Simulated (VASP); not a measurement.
Write the native input for VASP 6.6.1 that does the following.

* Task: single point
* Functional: PBE
* Potentials or basis: VASP PAW PBE potentials, release 64 (In_d)
* Cutoff: 520 eV
* k mesh: 11 × 11 × 14
* Occupations: methfessel-paxton, width 0.2 eV
* Spin: no spin polarisation
* Dipole correction: no
* Further INCAR settings: ALGO = Normal; EDIFF = 1e-06; NBANDS = 12

The structure of In lies in POSCAR:

```
In
1.0
   -1.6482197047      1.6973406184      2.5249789927
    1.6973406184     -1.6482197047      2.5249789927
    1.6043570008      1.6043570008     -2.4927016059
In
1
Direct
    0.0000000000      0.0000000000      0.0000000000
```

The input as run:

INCAR

```
PREC     = Accurate       # precision mode
ENCUT    = 520            # plane-wave cutoff, eV
EDIFF    = 1E-6           # SCF threshold, eV
ISMEAR   = 1              # smearing method
SIGMA    = 0.2            # smearing width, eV
LREAL    = False          # projectors in reciprocal space
LASPH    = True           # aspherical terms in the spheres
NELM     = 60             # most SCF steps
ALGO     = Normal         # electronic algorithm
ISIF     = 2              # what is computed and relaxed
LWAVE    = False          # write WAVECAR
LCHARG   = False          # write CHGCAR
GGA      = PE             # functional
NBANDS   = 12             # bands
```

KPOINTS

```
regular mesh
0
Gamma
  11 11 14
```

Potentials or basis: VASP PAW PBE potentials, release 64 (In_d).

The run is started by

```console
$ cat potpaw_PBE.64/In_d/POTCAR > POTCAR
$ mpirun -np 1 vasp_std > vasp.out
```

It gave:

```json
{
  "Pressure": "0.0 GPa",
  "Band gap on the k mesh": "zero (an odd number of electrons rules out a gap without spin polarisation)"
}
```

Caveat: spin-orbit coupling is left out, which moves the levels of the heavy elements.

Wall time 50 s on 1 thread of Intel(R) Xeon(R) 6975P-C (Granite Rapids) (shared host), peak memory 0.27 GiB.
